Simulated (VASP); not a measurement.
# Na (I4/mmm) in VASP: further runs

Na is run at these levels: PBE+D3(BJ), PBE, PBEsol; tasks: single point.

Everything below comes from runs of VASP 6.6.1. Logs are shortened: lines on timing, memory, paths and dates and some standing lists are left out, and cuts for length are marked.

### 1 The cell of the first run

The structure is tetragonal, space group I4/mmm (No. 139). Conventional cell: a = 3.777 Å, b = 3.777 Å, c = 5.275 Å, α = 90.00°, β = 90.00°, γ = 90.00°. Na (site symmetry 4/mmm) has 12 Na at 3.75 to 3.78 Å within 4.9 Å.

### 2 Single point, PBE+D3(BJ)

The input, INCAR:

```
SYSTEM = Na
ALGO     = Normal         ! electronic algorithm
EDIFF    = 1E-6           ! SCF threshold, eV
ENCUT    = 520            ! plane-wave cutoff, eV
GGA      = PE             ! functional
ISIF     = 2              ! what is computed and relaxed
ISMEAR   = 0              ! smearing method
IVDW     = 12             ! dispersion correction
LASPH    = .True.         ! aspherical terms in the spheres
LCHARG   = .False.        ! write CHGCAR
LREAL    = .False.        ! projectors in reciprocal space
LWAVE    = .False.        ! write WAVECAR
NBANDS   = 10             ! bands
NELM     = 100            ! most SCF steps
PREC     = Accurate       ! precision mode
SIGMA    = 0.1            ! smearing width, eV
```

The input, KPOINTS:

```
k-points
0
Gamma
  6 6 6
  0 0 0
```

The input, POSCAR:

```
Na
1.0
   -1.8882910800      1.8882910800      2.6372766800
    1.8882910800     -1.8882910800      2.6372766800
    1.8882910800      1.8882910800     -2.6372766800
Na
1
Direct
    0.0000000000      0.0000000000      0.0000000000
```

Potentials or basis: VASP PAW PBE potentials, release 64 (Na_pv).

Command:

```sh
$ cat potpaw_PBE.64/Na_pv/POTCAR > POTCAR
$ mpirun -np 1 vasp_std > vasp.out
```

OUTCAR:

```text
SYSTEM = Na
   EDIFF = 1E-6
   ENCUT = 520
   GGA = PE
   ISIF = 2
   ISMEAR = 0
   IVDW = 12
   LASPH = .True.
   LREAL = .False.
   NELM = 100
   PREC = Accurate
 IVDW          = 12

 ion  position               nearest neighbor table
   1  0.000  0.000  0.000-

  LATTYP: Found a body centered tetragonal cell.
 ALAT       =     3.7765821600
 C/A-ratio  =     1.3966473220

  Lattice vectors:

 A1 = (  -1.8882910800,   1.8882910800,   2.6372766800)
 A2 = (   1.8882910800,  -1.8882910800,   2.6372766800)
 A3 = (   1.8882910800,   1.8882910800,  -2.6372766800)

Analysis of symmetry for initial positions (statically):
=====================================================================
 Subroutine PRICEL returns:
 Original cell was already a primitive cell.

 Routine SETGRP: Setting up the symmetry group for a
 body centered tetragonal supercell.

 Subroutine GETGRP returns: Found 16 space group operations
 (whereof 16 operations were pure point group operations)
 out of a pool of 16 trial point group operations.

The static configuration has the point symmetry D_4h.

Analysis of symmetry for dynamics (positions and initial velocities):
=====================================================================
 Subroutine PRICEL returns:
 Original cell was already a primitive cell.

 Routine SETGRP: Setting up the symmetry group for a
 body centered tetragonal supercell.

 Subroutine GETGRP returns: Found 16 space group operations
 (whereof 16 operations were pure point group operations)
 out of a pool of 16 trial point group operations.

The dynamic configuration has the point symmetry D_4h.

 Subroutine INISYM returns: Found 16 space group operations
 (whereof 16 operations are pure point group operations),
 and found     1 'primitive' translations

----------------------------------------------------------------------------------------

                                     Primitive cell

  volume of cell :      37.6144

  direct lattice vectors                    reciprocal lattice vectors
    -1.888291080  1.888291080  2.637276680     0.000000000  0.264789685  0.189589512
     1.888291080 -1.888291080  2.637276680     0.264789685  0.000000000  0.189589512
     1.888291080  1.888291080 -2.637276680     0.264789685  0.264789685  0.000000000

  length of vectors
     3.753200593  3.753200593  3.753200593     0.325665105  0.325665105  0.374469164

  position of ions in fractional coordinates (direct lattice)
     0.000000000  0.000000000  0.000000000

  ion indices of the primitive-cell ions
   primitive index   ion index
                 1           1

----------------------------------------------------------------------------------------

 KPOINTS: k-points

Automatic generation of k-mesh.
 Grid dimensions read from file:
 generate k-points for:    6    6    6

 Generating k-lattice:

  Cartesian coordinates                     Fractional coordinates (reciprocal lattice)
     0.000000000  0.044131614  0.031598252     0.166666667  0.000000000 -0.000000000
     0.044131614  0.000000000  0.031598252     0.000000000  0.166666667 -0.000000000
     0.044131614  0.044131614  0.000000000     0.000000000  0.000000000  0.166666667

  Length of vectors
     0.054277517  0.054277517  0.062411527

  Shift w.r.t. Gamma in fractional coordinates (k-lattice)
     0.000000000  0.000000000  0.000000000

 Subroutine IBZKPT returns following result:
 ===========================================

 Found     30 irreducible k-points:

 Following reciprocal coordinates:
            Coordinates               Weight
  0.000000  0.000000  0.000000      1.000000
  0.166667 -0.000000  0.000000      8.000000
  0.333333 -0.000000  0.000000      8.000000
  0.500000 -0.000000  0.000000      4.000000
  0.166667  0.166667  0.000000      8.000000
  0.333333  0.166667  0.000000     16.000000
[... 16 lines left out ...]
 -0.333333 -0.333333  0.166667      8.000000
 -0.166667 -0.333333  0.166667      8.000000
 [... further k-points ...]
   k-points           NKPTS =     30   k-points in BZ     NKDIM =     30   number of bands    NBANDS=     10
   number of dos      NEDOS =    301   number of ions     NIONS =      1
   total plane-waves  NPLWV =  21952
   dimension x,y,z NGX =    28 NGY =   28 NGZ =   28
   dimension x,y,z NGXF=    56 NGYF=   56 NGZF=   56
   ions per type =               1
   NGX,Y,Z   is equivalent  to a cutoff of  12.40, 12.40, 12.40 a.u.
   NGXF,Y,Z  is equivalent  to a cutoff of  24.80, 24.80, 24.80 a.u.
 SYSTEM =  Na
   PREC   = accura    normal or accurate (medium, high low for compatibility)
   ISTART =      0    job   : 0-new  1-cont  2-samecut
   ICHARG =      2    charge: 1-file 2-atom 10-const
   ISPIN  =      1    spin polarized calculation?
   LNONCOLLINEAR =      F non collinear calculations
   LSORBIT =      F    spin-orbit coupling
   LASPH  =      T    aspherical Exc in radial PAW
   ENCUT  =  520.0 eV  38.22 Ry    6.18 a.u.   6.98  6.98  6.98*2*pi/ulx,y,z
   NELM   =    100;   NELMIN=  2; NELMDL= -5     # of ELM steps
   EDIFF  = 0.1E-05   stopping-criterion for ELM
   LREAL  =      F    real-space projection
   EDIFFG = 0.1E-04   stopping-criterion for IOM
   NSW    =      0    number of steps for IOM
   IBRION =     -1    ionic relax: 0-MD 1-quasi-New 2-CG
   NFREE  =      0    steps in history (QN), initial steepest desc. (CG)
   ISIF   =      2    stress and relaxation
   ISYM   =      2    0-nonsym 1-usesym 2-fastsym
   POTIM  = 0.5000    time-step for ionic-motion
   TEBEG  =    0.0;   TEEND  =   0.0 temperature during run
   PSTRESS=    0.0 pullay stress
   NELECT =       7.0000    total number of electrons
   NUPDOWN=      -1.0000    fix difference up-down
   EMIN   =  10.00;   EMAX   =-10.00  energy-range for DOS
   EFERMI =   0.00;   METHOD = LEGACY
   ISMEAR =     0;   SIGMA  =   0.10  broadening in eV -4-tet -1-fermi 0-gaus
   EFERMI_NEDOS =   21; number of points for ismear=-14 and -15
   IALGO  =     38    algorithm
   IMIX   =      4    mixing-type and parameters
     AMIX     =   0.40;   BMIX     =  1.00
     AMIX_MAG =   1.60;   BMIX_MAG =  1.00
  volume/ion in A,a.u.               =      37.61       253.83
  Fermi-wavevector in a.u.,A,eV,Ry     =   0.934666  1.766262 11.886050  0.873600
  Thomas-Fermi vector in A             =   2.061494
   LORBIT       =      0    0 simple, 1 ext, 2 COOP (PROOUT), +10 PAW based schemes
   GGA     = PE    functional components
   LHFCALC =     F    Hartree Fock is set to
   AEXX    =    0.0000 exact exchange contribution
   IVDW    =    12    specifies the selected vdW correction
   LEPSILON=     F    determine dielectric tensor
   LRPA    =     F    only Hartree local field effects (RPA)
 non-spin polarized calculation
 Gauss-broadening in eV      SIGMA  =   0.10
  energy-cutoff  :      520.00
  volume of cell :       37.61
 maximum number of plane-waves:      1026
   NGX = 13   NGY = 13   NGZ = 13

 number of electron       6.9999993 magnetization

 Free energy of the ion-electron system (eV)
  ---------------------------------------------------
  ext. energy  EPLUGINS =         0.00000000
  ---------------------------------------------------
  free energy    TOTEN  =        -1.30137146 eV

  energy without entropy =       -1.29707114  energy(sigma->0) =       -1.29922130

 E-fermi :   0.0710     XC(G=0):  -6.4641

 val. band max:        0.0434596141   @ k =  -0.3333  -0.3333   0.1667
 cond. band min:       0.5625840256   @ k =   0.5000   0.1667   0.0000
 fundamental gap:      0.5191244115
 Fermi energy:         0.0709527173

 k-point     1 :       0.0000    0.0000    0.0000
  band No.  band energies     occupation
      1     -24.6213      2.00000
      2     -24.6211      2.00000
      3     -24.6211      2.00000
      4      -2.9613      2.00000
      5      11.2801      0.00000
      6      11.2801      0.00000
      7      11.3229      0.00000
      8      12.3822      0.00000
      9      12.8245      0.00000
     10      12.8251      0.00000

 k-point     2 :       0.1667   -0.0000    0.0000
  band No.  band energies     occupation
      1     -24.6295      2.00000
      2     -24.6223      2.00000
      3     -24.6223      2.00000
      4      -2.5048      2.00000
      5       7.6707      0.00000
      6      10.6627      0.00000
      7      10.7337      0.00000
      8      11.9727      0.00000
      9      13.7191      0.00000
     10      13.8906      0.00000

 k-point     3 :       0.3333   -0.0000    0.0000
  band No.  band energies     occupation
      1     -24.6461      2.00000
      2     -24.6248      2.00000
      3     -24.6245      2.00000
      4      -1.1587      2.00000
      5       4.0094      0.00000
      6      10.2461      0.00000
      7      10.3711      0.00000
      8      11.4465      0.00000
      9      12.0218      0.00000
     10      12.2455      0.00000

 k-point     4 :       0.5000   -0.0000    0.0000
  band No.  band energies     occupation
      1     -24.6543      2.00000
      2     -24.6260      2.00000
      3     -24.6256      2.00000
      4       0.8408      0.00000
      5       1.2334      0.00000
      6      10.2549      0.00000
      7      10.4206      0.00000
      8      11.2652      0.00000
      9      11.3042      0.00000
     10      11.5552      0.00000

 k-point     5 :       0.1667    0.1667    0.0000
  band No.  band energies     occupation
      1     -24.6377      2.00000
      2     -24.6275      2.00000
      3     -24.6231      2.00000
      4      -1.7478      2.00000
      5       6.3347      0.00000
      6       7.2663      0.00000
      7      11.4242      0.00000
      8      12.3626      0.00000
      9      12.4650      0.00000
     10      13.6875      0.00000

 k-point     6 :       0.3333    0.1667    0.0000
  band No.  band energies     occupation
      1     -24.6484      2.00000
      2     -24.6317      2.00000
      3     -24.6257      2.00000
      4      -0.1261      1.99468
      5       3.2816      0.00000
      6       6.6960      0.00000
      7       9.7773      0.00000
      8      10.6888      0.00000
      9      12.9609      0.00000
     10      14.0369      0.00000
[... 183 lines left out ...]
 k-point    21 :      -0.3333    0.5000    0.1667
  band No.  band energies     occupation
      1     -24.6470      2.00000
      2     -24.6388      2.00000
      3     -24.6305      2.00000
      4       1.9300      0.00000
      5       2.3841      0.00000
      6       5.2467      0.00000
      7       6.2541      0.00000
      8      12.2143      0.00000
      9      12.3039      0.00000
     10      15.3555      0.00000

 k-point    22 :      -0.1667    0.5000    0.1667
  band No.  band energies     occupation
      1     -24.6511      2.00000
      2     -24.6305      2.00000
      3     -24.6280      2.00000
      4       0.6049      0.00000
      5       2.3116      0.00000
      6       7.4406      0.00000
      7       8.7671      0.00000
      8       9.6462      0.00000
      9      13.5584      0.00000
     10      14.5497      0.00000

 k-point    23 :      -0.3333   -0.3333    0.1667
  band No.  band energies     occupation
      1     -24.6462      2.00000
      2     -24.6348      2.00000
      3     -24.6286      2.00000
      4       0.0435      1.30258
      5       4.6737      0.00000
      6       5.4587      0.00000
      7       7.2520      0.00000
      8      11.2549      0.00000
      9      12.6719      0.00000
     10      13.5395      0.00000

 k-point    24 :      -0.1667   -0.3333    0.1667
  band No.  band energies     occupation
      1     -24.6417      2.00000
      2     -24.6271      2.00000
      3     -24.6269      2.00000
      4      -1.2866      2.00000
      5       5.4513      0.00000
      6       8.5928      0.00000
      7       8.6602      0.00000
      8       9.7556      0.00000
      9      12.6367      0.00000
     10      14.9113      0.00000

 [... further k-points ...]

------------------------ aborting loop because EDIFF is reached ----------------------------------------

 Edisp (eV)   -0.15158

 E8    (eV) :    -0.0740

  FORCE on cell =-STRESS in cart. coord.  units (eV):
  Direction    XX          YY          ZZ          XY          YZ          ZX
  --------------------------------------------------------------------------------------
  -------------------------------------------------------------------------------------
  Total      -0.16346    -0.16346    -0.19519     0.00000     0.00000     0.00000
  in kB      -6.96262    -6.96262    -8.31397     0.00000     0.00000     0.00000
  external pressure =       -7.41 kB  Pullay stress =        0.00 kB

 VOLUME and BASIS-vectors are now :
 -----------------------------------------------------------------------------
  energy-cutoff  :      520.00
  volume of cell :       37.61
      direct lattice vectors                 reciprocal lattice vectors
    -1.888291080  1.888291080  2.637276680     0.000000000  0.264789685  0.189589512
     1.888291080 -1.888291080  2.637276680     0.264789685  0.000000000  0.189589512
     1.888291080  1.888291080 -2.637276680     0.264789685  0.264789685  0.000000000

 POSITION                                       TOTAL-FORCE (eV/Angst)
 -----------------------------------------------------------------------------------
      0.00000      0.00000      0.00000         0.000000     -0.000000     -0.000000
 -----------------------------------------------------------------------------------
    total drift:                                0.000000     -0.000000     -0.000000

  FREE ENERGIE OF THE ION-ELECTRON SYSTEM (eV)
  ---------------------------------------------------
  free  energy   TOTEN  =        -1.4529515759 eV

  energy  without entropy=       -1.4486512602  energy(sigma->0) =       -1.45080142
```

Run time: 6.2 s. Hardware: 1 thread of Intel Xeon Platinum 8259CL at 2.50GHz (Skylake/Cascade Lake), shared host; peak memory 0.16 GiB.

Results:

```yaml
Free_energy: -1.4530 eV
Pressure: -0.7 GPa
Dispersion_energy_per_atom: -0.152 eV
```

Stress tensor (GPa, compression positive):
```
-0.70  0.00  0.00
 0.00 -0.70  0.00
 0.00  0.00 -0.83
```

Levels at points of the mesh, in eV from the Fermi level:
```csv
k point,band 1,band 2,band 3,band 4,band 5,band 6,band 7,band 8
"(0.00, 0.00, 0.00)",-24.69,-24.69,-24.69,-3.03,11.21,11.21,11.25,12.31
"(0.50, 0.00, 0.00)",-24.73,-24.70,-24.70,0.77,1.16,10.18,10.35,11.19
"(0.50, 0.50, 0.00)",-24.72,-24.70,-24.70,1.93,2.47,6.48,7.33,7.34
"(0.50, 0.50, 0.50)",-24.72,-24.70,-24.70,2.06,2.59,6.37,7.20,7.20
```

Caveat: the k points lie up to 0.39 Å⁻¹ apart; pairwise dispersion overbinds metals, which lowers pressure and volume.

### 3 Single point, PBE, collinear spin, zero start

The input, INCAR:

```
SYSTEM = Na
ALGO = Normal ; EDIFF = 1E-7
ENCUT = 520 ; GGA = PE
ISIF = 2 ; ISMEAR = 0
ISPIN = 2 ; LASPH = .True.
LCHARG = .False. ; LORBIT = 11
LREAL = .False. ; LWAVE = .False.
MAGMOM = 0 ; NBANDS = 14
NELM = 150 ; PREC = Accurate
SIGMA = 0.1
```

The input, KPOINTS:

```
k-points
0
Gamma
  5 5 6
  0 0 0
```

POSCAR is that of step 2.

Potentials or basis: VASP PAW PBE potentials, release 64 (Na_pv).

Command:

```sh
$ cat potpaw_PBE.64/Na_pv/POTCAR > POTCAR
$ mpirun -np 1 vasp_std > vasp.out
```

It took 27 s on 1 thread of Intel Xeon Platinum 8259CL at 2.50GHz (Skylake/Cascade Lake), shared host; peak memory 0.18 GiB.

It converged, with:

| Item | Value |
| --- | --- |
| Free energy | -1.3225 eV |
| Pressure | -0.1 GPa |
| Net moment | 0.00 μB per cell |
| Valence electrons inside the program's atomic spheres | Na 6.06 |

Stress tensor (GPa, compression positive):
```
-0.06  0.00  0.00
 0.00 -0.06  0.00
 0.00  0.00 -0.34
```

Levels at points of the mesh, in eV from the Fermi level:
Spin up:
```tsv
k point	band 1	band 2	band 3	band 4	band 5	band 6	band 7
(0.00, 0.00, 0.00)	-25.01	-25.01	-25.01	-3.35	10.90	10.90	10.94
(0.00, 0.00, 0.50)	-25.04	-25.02	-25.02	1.62	2.16	6.17	7.01
```
Spin down:
```
           k point  band 1  band 2  band 3  band 4  band 5  band 6  band 7  band 8
(0.00, 0.00, 0.00)  -25.01  -25.01  -25.01   -3.35   10.90   10.90   10.94   12.00
(0.00, 0.00, 0.50)  -25.04  -25.02  -25.02    1.62    2.16    6.17    7.01    7.02
```

Caveat: the k points lie up to 0.41 Å⁻¹ apart.

### 4 Single point, PBE+D3(BJ)

The input, INCAR:

```
PREC = Accurate
ENCUT = 500
EDIFF = 1E-6
ISMEAR = 0
SIGMA = 0.1
LREAL = F
LASPH = T
NELM = 120
ALGO = Normal
ISIF = 2
LWAVE = F
LCHARG = F
GGA = PE
IVDW = 12
NBANDS = 10
ISYM = 0
GGA_COMPAT = F
```

The input, KPOINTS:

```
Automatic mesh
0
Gamma
  1 1 2
  0.5 0.5 0.5
```

POSCAR is that of step 3.

Command:

```sh
$ cat potpaw_PBE.64/Na_pv/POTCAR > POTCAR
$ mpirun -np 1 vasp_std > vasp.out
```

Wall time 1.8 s (1 thread of AMD EPYC 7R43 (Zen 3), shared host); peak memory 0.11 GiB.

The run converged, but its numbers aren't listed here, since they failed a check.

Caveat: the k points lie up to 2.05 Å⁻¹ apart; the mesh shows a gap though the element is a metal.

[end of part 1 of 2]
